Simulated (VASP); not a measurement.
Pt, 2 atoms in the cell. Symmetry: P6_3/mmc, No. 194, hexagonal system. Conventional cell: a = 2.776 Å, b = 2.776 Å, c = 4.719 Å, α = 90.00°, β = 90.00°, γ = 120.00°. Pt (site symmetry -6m2) has 12 Pt at 2.78 to 2.85 Å within 3.7 Å. 

```yaml
Program: VASP 6.6.1
Task: single point
Functional: PBE
Potentials_or_basis: VASP PAW PBE potentials, release 64 (Pt)
Cutoff: 520 eV
k_mesh: 8 × 8 × 4
Occupations: gaussian, width 0.05 eV
Spin: no spin polarisation
Dipole_correction: no
Further_INCAR_settings: ALGO = Normal; EDIFF = 1e-07; NBANDS = 17
```

Potentials or basis: VASP PAW PBE potentials, release 64 (Pt).

Command:

```sh
$ cat potpaw_PBE.64/Pt/POTCAR > POTCAR
$ mpirun -np 1 vasp_std > vasp.out
```

Hardware: 1 thread of Intel(R) Xeon(R) Platinum 8559C (Emerald Rapids), on a shared host.

Q: Estimate the wall time of this run.

A: Wall time 7.2 s on 1 thread of Intel(R) Xeon(R) Platinum 8559C (Emerald Rapids), with other jobs on the host, peak memory 0.16 GiB. Counts: scf iterations 12, k points 30.
